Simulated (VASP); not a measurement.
Runs of VASP 6.6.1 on La. The structure is that of space group Fd-3m (No. 227), or close to it. The cells are those of the table. This isn't the form of La at room conditions, which is double hcp.

```csv
task,spin,cell,k mesh,cutoff (eV),smearing,gap on the mesh (eV),pressure (GPa),moment (μB)
single point,collinear,"a = 4.525 Å, angles 60.0°, 2 atoms",9 × 9 × 9,520,fermi-dirac 0.05 eV,none,8.1,0.00
single point,collinear,"a = 4.593 Å, angles 60.0°, 2 atoms",9 × 9 × 9,520,fermi-dirac 0.05 eV,none,(a),0.00
single point,collinear,"a = 4.659 Å, angles 60.0°, 2 atoms",9 × 9 × 9,520,fermi-dirac 0.05 eV,none,2.0,0.00
single point,off,"a = 4.728 Å, angles 60.0°, 2 atoms",8 × 8 × 8,520,fermi-dirac 0.1 eV,none,0.0,-
single point,off,"a = 4.791 Å, angles 60.0°, 2 atoms",13 × 13 × 13,520,fermi-dirac 0.1 eV,none,-1.5,-
single point,off,"a = 4.728 Å, angles 60.0°, 2 atoms",13 × 13 × 13,520,fermi-dirac 0.1 eV,none,0.0,-
relaxation of cell and atoms,off,"relaxed from a = 5.228 Å, angles 60.0°, 2 atoms",8 × 8 × 8,600,fermi-dirac 0.1 eV,none,0.0,-
single point,collinear,"a = 4.722 Å, angles 60.0°, 2 atoms",9 × 9 × 9,520,fermi-dirac 0.05 eV,none,(b),0.00
```

Alike in all rows: level PBE; potentials or basis VASP PAW PBE potentials, release 64 (La).

Question: Fill in the values left out.

Answer: (a) 4.6; (b) -0.1.

Caveats: spin-orbit coupling is left out, which moves the levels of the heavy elements; the cell stands under pressure (at least some runs).

A k mesh can miss the band edges, and the runs leave out spin-orbit coupling on La.

A gap of «none» marks levels without a gap at the run's occupations.
